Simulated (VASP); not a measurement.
Here is a VASP 6.6.1 calculation.

The input INCAR:

```
PREC = Accurate
ENCUT = 600
EDIFF = 1E-7
ISMEAR = 0
SIGMA = 0.02
LREAL = F
LASPH = T
NELM = 60
ALGO = Normal
ISIF = 4
LWAVE = F
LCHARG = F
GGA = PE
IVDW = 12
IBRION = 2
NSW = 50
EDIFFG = -0.01
```

The input KPOINTS:

```
Automatic mesh
0
Gamma
  12 12 6
```

File POSCAR:

```
SnSe2
1.0
    3.7993065196      0.0000000000      0.0000000000
   -1.8996532598      3.2902959628      0.0000000000
    0.0000000000      0.0000000000      5.9539200444
Sn Se
1 2
Direct
    0.0000000000      0.0000000000      0.0000000000
    0.3333333333      0.6666666667      0.2650914472
    0.6666666667      0.3333333333      0.7349085528
```

Potentials or basis: VASP PAW PBE potentials, release 64 (Sn_d, Se).

Launch:

```sh
$ cat potpaw_PBE.64/Sn_d/POTCAR potpaw_PBE.64/Se/POTCAR > POTCAR
$ mpirun -np 1 vasp_std > vasp.out
```

**Question.** Predict the band gap on the k mesh.

**Answer.** 0.19 eV (least direct gap 0.74 eV).

**Question.** Predict the dispersion energy per atom.

**Answer.** -0.376 eV.

Final structure:
```cif
data_structure
_symmetry_space_group_name_H-M 'P 1'
_symmetry_Int_Tables_number 1
_cell_length_a 3.8257
_cell_length_b 3.8257
_cell_length_c 5.8721
_cell_angle_alpha 90.000
_cell_angle_beta 90.000
_cell_angle_gamma 120.000
_cell_volume 74.43
loop_
_atom_site_label
_atom_site_type_symbol
_atom_site_fract_x
_atom_site_fract_y
_atom_site_fract_z
_atom_site_occupancy
Sn1 Sn 0.00000 0.00000 0.00000 1
Se1 Se 0.33333 0.66667 0.27147 1
Se2 Se 0.66667 0.33333 0.72853 1
```

Caveat: semilocal functionals underestimate gaps, and a narrow one can read as zero; spin-orbit coupling is left out, which moves the levels of the heavy elements. A k mesh can miss the band edges.
